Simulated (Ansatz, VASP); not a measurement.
Si in VASP and in Ansatz

```
Si
1.0
     3.76900    0.00000    0.00000
    -1.88450    3.26405    0.00000
     0.00000    0.00000   28.00000
Si
2
Direct
  0.33333 0.66667 0.50511
  0.66667 0.33333 0.49489
```

Alike in both runs: task single point; functional LDA; k mesh 15 × 15 × 1; occupations gaussian, width 0.1 eV; no spin polarisation.

|  | VASP | Ansatz |
| --- | --- | --- |
| version | VASP 6.6.1 | Ansatz 0.2.0 |
| potentials or method | VASP PAW LDA potentials, release 64 (Si), cutoff 520 eV | scalar-relativistic, plane waves, PAW |
| valence electrons in the cell | 8 | 8 |

|  | VASP | Ansatz | Ansatz less VASP |
| --- | --- | --- | --- |
| gap on the k mesh at the Fermi level (eV) | none | none | - |
| rms of the force components (eV/Å) | 0.145 | 0.145 | -0.0005 |

Ansatz warns that its potentials were made for another functional, while VASP's fit it. LDA's correlation is that of Perdew and Zunger in VASP and of Perdew and Wang (1992) in Ansatz. Atom by atom the forces differ by 0.001 eV/Å (rms over components). A gap of «none» marks a metal or a gap that the smearing closes.
